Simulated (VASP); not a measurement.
Here is a VASP 6.6.1 calculation.

File INCAR:

```
PREC = Accurate ; ENCUT = 520
EDIFF = 1E-6 ; ISMEAR = 0
SIGMA = 0.1 ; LREAL = False
LASPH = True ; NELM = 100
ALGO = Normal ; ISIF = 2
LWAVE = False ; LCHARG = False
GGA = PS ; NBANDS = 14
```

File KPOINTS:

```
regular mesh
0
Gamma
  14 14 14
```

POSCAR

```
TiB
1.0
    0.0000000000      2.4533420114      2.4533420114
    2.4533420114      0.0000000000      2.4533420114
    2.4533420114      2.4533420114      0.0000000000
Ti B
1 1
Direct
    0.7500000000      0.7500000000      0.7500000000
    0.0000000000      0.0000000000      0.0000000000
```

Potentials or basis: VASP PAW PBE potentials, release 64 (Ti_sv, B).

Run with:

```sh
$ cat potpaw_PBE.64/Ti_sv/POTCAR potpaw_PBE.64/B/POTCAR > POTCAR
$ mpirun -np 1 vasp_std > vasp.out
```

What does it give for the pressure?

0.0 GPa.

Caveat: the PAW data sets were made with another functional, which shifts forces and pressure a little.
